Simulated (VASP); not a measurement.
# SnO (Cm) in VASP: further runs

Runs on SnO. Level: PBE+D3(BJ). Tasks: single point.

Everything below comes from runs of VASP 6.6.1. Logs are shortened: lines on timing, memory, paths and dates and some standing lists are left out, and cuts for length are marked.

## Step 1: The cell of the first run

It takes space group Cm (No. 8, monoclinic). Conventional cell: a = 5.426 Å, b = 5.426 Å, c = 4.762 Å, α = 90.00°, β = 90.00°, γ = 90.00°. Sn (site symmetry m) has 4 O at 2.01 to 2.32 Å within 2.7 Å. Within 2.9 Å of Sn (site symmetry m) lie 4 O at 2.20 to 2.49 Å. Within 2.8 Å of O (site symmetry 1) lie 4 Sn at 2.01 to 2.49 Å and 4 O at 2.71 Å.

## Step 2: Single point, PBE+D3(BJ) (all Sn atoms moved -0.300 Å, as atom 1 along Cartesian [1 1 1])

Contents of INCAR:

```
PREC = Accurate
ENCUT = 520
EDIFF = 1E-6
ISMEAR = 0
SIGMA = 0.15
LREAL = F
LASPH = T
NELM = 80
ALGO = Normal
ISIF = 2
LWAVE = F
LCHARG = F
GGA = PE
IVDW = 12
NBANDS = 28
```

Contents of KPOINTS:

```
Automatic mesh
0
Gamma
  12 12 10
```

Contents of POSCAR:

```
SnO
1.0
    3.8370962941      0.0000000000      0.0000000000
    0.0000000000      3.8370962941      0.0000000000
    0.0000000000      0.0000000000      4.7621297486
Sn O
2 2
Direct
   -0.0451396232      0.4548603768      0.2068708008
    0.4548603768     -0.0451396232      0.7203865022
    0.0000000000      0.0000000000      0.0000000000
    0.5000000000      0.5000000000      0.0000000000
```

Potentials or basis: VASP PAW PBE potentials, release 64 (Sn_d, O).

Started as:

```console
cat potpaw_PBE.64/Sn_d/POTCAR potpaw_PBE.64/O/POTCAR > POTCAR
mpirun -np 1 vasp_std > vasp.out
```

OUTCAR:

```text
PREC = Accurate
   ENCUT = 520
   EDIFF = 1E-6
   ISMEAR = 0
   LREAL = F
   LASPH = T
   NELM = 80
   ISIF = 2
   GGA = PE
   IVDW = 12
 IVDW          = 12

 ion  position               nearest neighbor table
   1  0.955  0.455  0.207-   3 2.01   4 2.01   4 2.32   3 2.32   2 3.57   2 3.57   2 3.57   2 3.57
                             2 3.65   2 3.65   2 3.65   2 3.65
   2  0.455  0.955  0.720-   3 2.20   4 2.20   3 2.49   4 2.49   1 3.57   1 3.57   1 3.57   1 3.57
                             1 3.65   1 3.65   1 3.65   1 3.65
   3  0.000  0.000  0.000-   1 2.01   2 2.20   1 2.32   2 2.49
   4  0.500  0.500  0.000-   1 2.01   2 2.20   1 2.32   2 2.49

  LATTYP: Found a simple tetragonal cell.
 ALAT       =     3.8370962941
 C/A-ratio  =     1.2410764244

  Lattice vectors:

 A1 = (   3.8370962941,   0.0000000000,   0.0000000000)
 A2 = (   0.0000000000,   3.8370962941,   0.0000000000)
 A3 = (   0.0000000000,   0.0000000000,   4.7621297486)

Analysis of symmetry for initial positions (statically):
=====================================================================
 Subroutine PRICEL returns:
 Original cell was already a primitive cell.

 Routine SETGRP: Setting up the symmetry group for a
 simple tetragonal supercell.

 Subroutine GETGRP returns: Found  2 space group operations
 (whereof  1 operations were pure point group operations)
 out of a pool of 16 trial point group operations.

The static configuration has the point symmetry C_1 .
 The point group associated with its full space group is C_1h.

Analysis of symmetry for dynamics (positions and initial velocities):
=====================================================================
 Subroutine PRICEL returns:
 Original cell was already a primitive cell.

 Routine SETGRP: Setting up the symmetry group for a
 simple tetragonal supercell.

 Subroutine GETGRP returns: Found  2 space group operations
 (whereof  1 operations were pure point group operations)
 out of a pool of 16 trial point group operations.

The dynamic configuration has the point symmetry C_1 .
 The point group associated with its full space group is C_1h.

 Subroutine INISYM returns: Found  2 space group operations
 (whereof  1 operations are pure point group operations),
 and found     1 'primitive' translations

----------------------------------------------------------------------------------------

[... 95 lines left out ...]
   NELM   =     80;   NELMIN=  2; NELMDL= -5     # of ELM steps
   EDIFF  = 0.1E-05   stopping-criterion for ELM
   LREAL  =      F    real-space projection
   EDIFFG = 0.1E-04   stopping-criterion for IOM
   NSW    =      0    number of steps for IOM
   IBRION =     -1    ionic relax: 0-MD 1-quasi-New 2-CG
   NFREE  =      0    steps in history (QN), initial steepest desc. (CG)
   ISIF   =      2    stress and relaxation
   ISYM   =      2    0-nonsym 1-usesym 2-fastsym
   POTIM  = 0.5000    time-step for ionic-motion
   TEBEG  =    0.0;   TEEND  =   0.0 temperature during run
   PSTRESS=    0.0 pullay stress
   NELECT =      40.0000    total number of electrons
   NUPDOWN=      -1.0000    fix difference up-down
   EMIN   =  10.00;   EMAX   =-10.00  energy-range for DOS
   EFERMI =   0.00;   METHOD = LEGACY
   ISMEAR =     0;   SIGMA  =   0.15  broadening in eV -4-tet -1-fermi 0-gaus
   EFERMI_NEDOS =   21; number of points for ismear=-14 and -15
   IALGO  =     38    algorithm
   IMIX   =      4    mixing-type and parameters
     AMIX     =   0.40;   BMIX     =  1.00
     AMIX_MAG =   1.60;   BMIX_MAG =  1.00
  volume/ion in A,a.u.               =      17.53       118.29
  Fermi-wavevector in a.u.,A,eV,Ry     =   1.357769  2.565812 25.082847  1.843537
  Thomas-Fermi vector in A             =   2.484659
   LORBIT       =      0    0 simple, 1 ext, 2 COOP (PROOUT), +10 PAW based schemes
   GGA     = PE    functional components
   LHFCALC =     F    Hartree Fock is set to
   AEXX    =    0.0000 exact exchange contribution
   IVDW    =    12    specifies the selected vdW correction
   LEPSILON=     F    determine dielectric tensor
   LRPA    =     F    only Hartree local field effects (RPA)
 non-spin polarized calculation
 Gauss-broadening in eV      SIGMA  =   0.15
  energy-cutoff  :      520.00
  volume of cell :       70.11
 maximum number of plane-waves:      1912
 NGX is ok and might be reduce to    30
   NGX = 15   NGY = 15   NGZ = 17

 number of electron      40.0000007 magnetization

 Free energy of the ion-electron system (eV)
  ---------------------------------------------------
  ext. energy  EPLUGINS =         0.00000000
  ---------------------------------------------------
  free energy    TOTEN  =       -22.23754072 eV

  energy without entropy =      -22.23643477  energy(sigma->0) =      -22.23698774

 E-fermi :   7.1500     XC(G=0): -10.2702

 val. band max:        7.0918264641   @ k =   0.5000   0.5000   0.0000
 cond. band min:       7.2232470111   @ k =   0.5000   0.5000   0.1000
 fundamental gap:      0.1314205470
 Fermi energy:         7.1499874088

 k-point     1 :       0.0000    0.0000    0.0000
  band No.  band energies     occupation
      1     -14.9809      2.00000
      2     -14.6398      2.00000
      3     -14.6170      2.00000
      4     -14.5758      2.00000
      5     -14.5375      2.00000
      6     -14.5021      2.00000
[... 733 lines left out ...]
     27      15.4435      0.00000
     28      15.7920      0.00000

 [... further k-points ...]

------------------------ aborting loop because EDIFF is reached ----------------------------------------

 Edisp (eV)   -0.93938

 E8    (eV) :    -0.4078

  FORCE on cell =-STRESS in cart. coord.  units (eV):
  Direction    XX          YY          ZZ          XY          YZ          ZX
  --------------------------------------------------------------------------------------
  -------------------------------------------------------------------------------------
  Total       2.03725     2.03725     0.90512    -0.30147     0.74915     0.74914
  in kB      46.55313    46.55313    20.68282    -6.88881    17.11867    17.11861
  external pressure =       37.93 kB  Pullay stress =        0.00 kB

 VOLUME and BASIS-vectors are now :
 -----------------------------------------------------------------------------
  energy-cutoff  :      520.00
  volume of cell :       70.11
      direct lattice vectors                 reciprocal lattice vectors
     3.837096294  0.000000000  0.000000000     0.260613736  0.000000000  0.000000000
     0.000000000  3.837096294  0.000000000     0.000000000  0.260613736  0.000000000
     0.000000000  0.000000000  4.762129749     0.000000000  0.000000000  0.209990079

 POSITION                                       TOTAL-FORCE (eV/Angst)
 -----------------------------------------------------------------------------------
      3.66389      1.74534      0.98515         1.248529      1.248529      2.120532
      1.74534      3.66389      3.43057         0.243834      0.243834      0.573244
      0.00000      0.00000      0.00000        -0.125800     -1.366562     -1.346888
      1.91855      1.91855      0.00000        -1.366562     -0.125800     -1.346888
 -----------------------------------------------------------------------------------
    total drift:                                0.000376      0.000376      0.000275

  FREE ENERGIE OF THE ION-ELECTRON SYSTEM (eV)
  ---------------------------------------------------
  free  energy   TOTEN  =       -23.1769225173 eV

  energy  without entropy=      -23.1758165627  energy(sigma->0) =      -23.17636954
```

Run time: 18 min. Hardware: 1 thread of Intel Xeon 8259CL, shared host; peak memory 0.67 GiB.

Results:

* Free energy: -23.1769 eV
* Pressure: 3.8 GPa
* Largest force: 2.759 eV/Å
* Band gap on the k mesh: 0.05 eV (least direct gap 1.45 eV)
* Dispersion energy per atom: -0.235 eV

Forces in eV/Å, atoms in the order of the input:
```
Sn   1.249  1.249  2.121
Sn   0.244  0.244  0.573
O   -0.126 -1.367 -1.347
O   -1.367 -0.126 -1.347
```

Stress tensor (GPa, compression positive):
```
 4.66 -0.69  1.71
-0.69  4.66  1.71
 1.71  1.71  2.07
```

Caveat: the cell differs from its parent crystal (all Sn atoms moved -0.300 Å, as atom 1 along Cartesian [1 1 1]); the cell stands under pressure; the smearing spreads over this small gap; semilocal functionals underestimate gaps, and a narrow one can read as zero; spin-orbit coupling is left out, which moves the levels of the heavy elements; forces of over 1 eV/Å act on the atoms, so gaps and moduli don't describe the material at rest.

## Step 3: Single point, PBE+D3(BJ) (all Sn atoms moved +0.225 Å, as atom 1 along Cartesian [1 1 1])

Contents of INCAR:

```
SYSTEM = SnO
PREC = Accurate
ENCUT = 520
EDIFF = 1E-6
ISMEAR = 0
SIGMA = 0.15
LREAL = .FALSE.
LASPH = .TRUE.
NELM = 60
ALGO = Normal
ISIF = 2
LWAVE = .FALSE.
LCHARG = .TRUE.
GGA = PE
IVDW = 12
LELF = .TRUE.
LVHAR = .TRUE.
NBANDS = 28
```

Contents of KPOINTS:

```
Automatic mesh
0
G
  12 12 10
  0 0 0
```

Edit POSCAR of step 2 so:

```diff
@@ -8,4 +8,4 @@
 Direct
-   -0.0451396232      0.4548603768      0.2068708008
-    0.4548603768     -0.0451396232      0.7203865022
+    0.0338547174      0.5338547174      0.2705206607
+    0.5338547174      0.0338547174      0.7840363621
     0.0000000000      0.0000000000      0.0000000000
```

Potentials or basis: VASP PAW PBE potentials, release 64 (Sn_d, O).

Started as:

```console
cat potpaw_PBE.64/Sn_d/POTCAR potpaw_PBE.64/O/POTCAR > POTCAR
mpirun -np 1 vasp_std > vasp.out
```

OUTCAR:

```text
SYSTEM = SnO
   PREC = Accurate
   ENCUT = 520
   EDIFF = 1E-6
   ISMEAR = 0
   LREAL = .FALSE.
   LASPH = .TRUE.
   NELM = 60
   ISIF = 2
   GGA = PE
   IVDW = 12
 IVDW          = 12

 ion  position               nearest neighbor table
   1  0.034  0.534  0.271-   3 2.21   4 2.21   3 2.42   4 2.42   2 3.57   2 3.57   2 3.57   2 3.57
                             2 3.65   2 3.65   2 3.65   2 3.65
   2  0.534  0.034  0.784-   3 2.07   4 2.07   4 2.30   3 2.30   1 3.57   1 3.57   1 3.57   1 3.57
                             1 3.65   1 3.65   1 3.65   1 3.65
   3  0.000  0.000  0.000-   2 2.07   1 2.21   2 2.30   1 2.42
   4  0.500  0.500  0.000-   2 2.07   1 2.21   2 2.30   1 2.42

  LATTYP: Found a simple tetragonal cell.
 ALAT       =     3.8370962941
 C/A-ratio  =     1.2410764244

  Lattice vectors:

 A1 = (   3.8370962941,   0.0000000000,   0.0000000000)
 A2 = (   0.0000000000,   3.8370962941,   0.0000000000)
 A3 = (   0.0000000000,   0.0000000000,   4.7621297486)

Analysis of symmetry for initial positions (statically):
=====================================================================
 Subroutine PRICEL returns:
 Original cell was already a primitive cell.

 Routine SETGRP: Setting up the symmetry group for a
 simple tetragonal supercell.

 Subroutine GETGRP returns: Found  2 space group operations
 (whereof  1 operations were pure point group operations)
 out of a pool of 16 trial point group operations.

The static configuration has the point symmetry C_1 .
 The point group associated with its full space group is C_1h.

Analysis of symmetry for dynamics (positions and initial velocities):
=====================================================================
 Subroutine PRICEL returns:
 Original cell was already a primitive cell.

 Routine SETGRP: Setting up the symmetry group for a
 simple tetragonal supercell.

 Subroutine GETGRP returns: Found  2 space group operations
 (whereof  1 operations were pure point group operations)
 out of a pool of 16 trial point group operations.

The dynamic configuration has the point symmetry C_1 .
 The point group associated with its full space group is C_1h.

[... 125 lines left out ...]
  Thomas-Fermi vector in A             =   2.484659
   LORBIT       =      0    0 simple, 1 ext, 2 COOP (PROOUT), +10 PAW based schemes
   GGA     = PE    functional components
   LHFCALC =     F    Hartree Fock is set to
   AEXX    =    0.0000 exact exchange contribution
   IVDW    =    12    specifies the selected vdW correction
   LEPSILON=     F    determine dielectric tensor
   LRPA    =     F    only Hartree local field effects (RPA)
 non-spin polarized calculation
 Gauss-broadening in eV      SIGMA  =   0.15
  energy-cutoff  :      520.00
  volume of cell :       70.11
 maximum number of plane-waves:      1912
 NGX is ok and might be reduce to    30
   NGX = 15   NGY = 15   NGZ = 17

 number of electron      40.0000013 magnetization

 Free energy of the ion-electron system (eV)
  ---------------------------------------------------
  ext. energy  EPLUGINS =         0.00000000
  ---------------------------------------------------
  free energy    TOTEN  =       -22.44533965 eV

  energy without entropy =      -22.44421943  energy(sigma->0) =      -22.44477954

 E-fermi :   7.1667     XC(G=0): -10.2716

 val. band max:        7.0923372124   @ k =   0.5000   0.5000   0.0000
 cond. band min:       7.2364071613   @ k =   0.5000   0.5000   0.1000
 fundamental gap:      0.1440699490
 Fermi energy:         7.1666601048

 k-point     1 :       0.0000    0.0000    0.0000
  band No.  band energies     occupation
      1     -14.9180      2.00000
      2     -14.5753      2.00000
      3     -14.5562      2.00000
      4     -14.5247      2.00000
      5     -14.4921      2.00000
      6     -14.4700      2.00000
[... 733 lines left out ...]
     27      15.3820      0.00000
     28      15.6830      0.00000

 [... further k-points ...]

------------------------ aborting loop because EDIFF is reached ----------------------------------------

 Edisp (eV)   -0.93910

 E8    (eV) :    -0.4076

  FORCE on cell =-STRESS in cart. coord.  units (eV):
  Direction    XX          YY          ZZ          XY          YZ          ZX
  --------------------------------------------------------------------------------------
  -------------------------------------------------------------------------------------
  Total       1.15410     1.15410     0.54007    -0.13095     0.41709     0.41709
  in kB      26.37226    26.37226    12.34118    -2.99230     9.53087     9.53084
  external pressure =       21.70 kB  Pullay stress =        0.00 kB

 VOLUME and BASIS-vectors are now :
 -----------------------------------------------------------------------------
  energy-cutoff  :      520.00
  volume of cell :       70.11
      direct lattice vectors                 reciprocal lattice vectors
     3.837096294  0.000000000  0.000000000     0.260613736  0.000000000  0.000000000
     0.000000000  3.837096294  0.000000000     0.000000000  0.260613736  0.000000000
     0.000000000  0.000000000  4.762129749     0.000000000  0.000000000  0.209990079

 POSITION                                       TOTAL-FORCE (eV/Angst)
 -----------------------------------------------------------------------------------
      0.12990      2.04845      1.28825        -0.237151     -0.237151     -0.488405
      2.04845      0.12990      3.73368        -0.789591     -0.789591     -1.417203
      0.00000      0.00000      0.00000         0.846138      0.180604      0.952804
      1.91855      1.91855      0.00000         0.180604      0.846138      0.952804
 -----------------------------------------------------------------------------------
    total drift:                               -0.000021     -0.000021      0.000122

  FREE ENERGIE OF THE ION-ELECTRON SYSTEM (eV)
  ---------------------------------------------------
  free  energy   TOTEN  =       -23.3844379608 eV

  energy  without entropy=      -23.3833177415  energy(sigma->0) =      -23.38387785
```

OSZICAR:

```text
N       E                     dE             d eps       ncg     rms          rms(c)
DAV:   1     0.415774262565E+03    0.41577E+03   -0.19942E+04 23144   0.219E+03
DAV:   2     0.363970708007E+02   -0.37938E+03   -0.36400E+03 23068   0.541E+02
DAV:   3    -0.233820320812E+02   -0.59779E+02   -0.58604E+02 25368   0.180E+02
DAV:   4    -0.262048113770E+02   -0.28228E+01   -0.28095E+01 25472   0.419E+01
DAV:   5    -0.262716857929E+02   -0.66874E-01   -0.66866E-01 24388   0.697E+00    0.119E+01
DAV:   6    -0.224880142106E+02    0.37837E+01   -0.17428E+01 36116   0.480E+01    0.507E+00
DAV:   7    -0.224663775975E+02    0.21637E-01   -0.20165E+00 25556   0.896E+00    0.249E+00
DAV:   8    -0.224521465405E+02    0.14231E-01   -0.29181E-01 28812   0.405E+00    0.793E-01
DAV:   9    -0.224443841514E+02    0.77624E-02   -0.46872E-02 35076   0.225E+00    0.234E-01
DAV:  10    -0.224455587640E+02   -0.11746E-02   -0.75657E-03 29380   0.956E-01    0.126E-01
DAV:  11    -0.224453218755E+02    0.23689E-03   -0.18070E-03 34088   0.422E-01    0.254E-02
DAV:  12    -0.224453448941E+02   -0.23019E-04   -0.22058E-04 26416   0.115E-01    0.294E-02
DAV:  13    -0.224453398242E+02    0.50699E-05   -0.29263E-05 32856   0.509E-02    0.867E-03
DAV:  14    -0.224453396480E+02    0.17620E-06   -0.33974E-06 22864   0.138E-02
   1 F= -.23384438E+02 E0= -.23383878E+02  d E =-.112022E-02
```

stdout:

```text
POSCAR found type information on POSCAR SnO
 POSCAR found :  2 types and       4 ions
 scaLAPACK will be used
 LDA part: xc-table for (Slater+PW92), standard interpolation
 POSCAR, INCAR and KPOINTS ok, starting setup
 FFT: planning ... GRIDC
 FFT: planning ... GRID_SOFT
 FFT: planning ... GRID
 WAVECAR not read
 entering main loop
```

Run time: 13 min. Hardware: 1 thread of Intel Xeon 8259CL, shared host; peak memory 0.67 GiB.

What came out:

```
Free energy                : -23.3844 eV
Pressure                   : 2.2 GPa
Largest force              : 1.804 eV/Å
Band gap on the k mesh     : 0.03 eV (least direct gap 1.54 eV)
Dispersion energy per atom : -0.235 eV
```

Forces on the atoms (eV/Å):
```
Sn  -0.237 -0.237 -0.488
Sn  -0.790 -0.790 -1.417
O    0.846  0.181  0.953
O    0.181  0.846  0.953
```

Stress tensor (GPa, compression positive):
```
 2.64 -0.30  0.95
-0.30  2.64  0.95
 0.95  0.95  1.23
```

Levels at points of the mesh, in eV from the valence-band top:
| k point | band 18 | band 19 | band 20 | band 21 | band 22 | band 23 |
| --- | --- | --- | --- | --- | --- | --- |
| (0.00, 0.00, 0.00) | -2.98 | -2.89 | -0.03 | 2.23 | 3.92 | 4.41 |
| (0.50, 0.00, 0.00) | -4.29 | -2.82 | -2.51 | 3.13 | 3.33 | 5.40 |
| (0.50, 0.50, 0.00) | -2.26 | -2.20 | -1.51 | 0.03 | 0.03 | 4.05 |
| (0.00, 0.00, 0.50) | -2.91 | -2.90 | -2.04 | 1.71 | 2.72 | 2.95 |
| (0.50, 0.00, 0.50) | -4.35 | -1.95 | -1.35 | 2.48 | 2.85 | 4.81 |
| (0.50, 0.50, 0.50) | -2.52 | -2.34 | -2.25 | 2.17 | 2.28 | 4.35 |

Caveat: the cell differs from its parent crystal (all Sn atoms moved +0.225 Å, as atom 1 along Cartesian [1 1 1]); the smearing spreads over this small gap; semilocal functionals underestimate gaps, and a narrow one can read as zero; spin-orbit coupling is left out, which moves the levels of the heavy elements; forces of over 1 eV/Å act on the atoms, so gaps and moduli don't describe the material at rest. A k mesh can miss the band edges.

The gap in the log of VASP goes by the Fermi energy; the results here count the filled bands.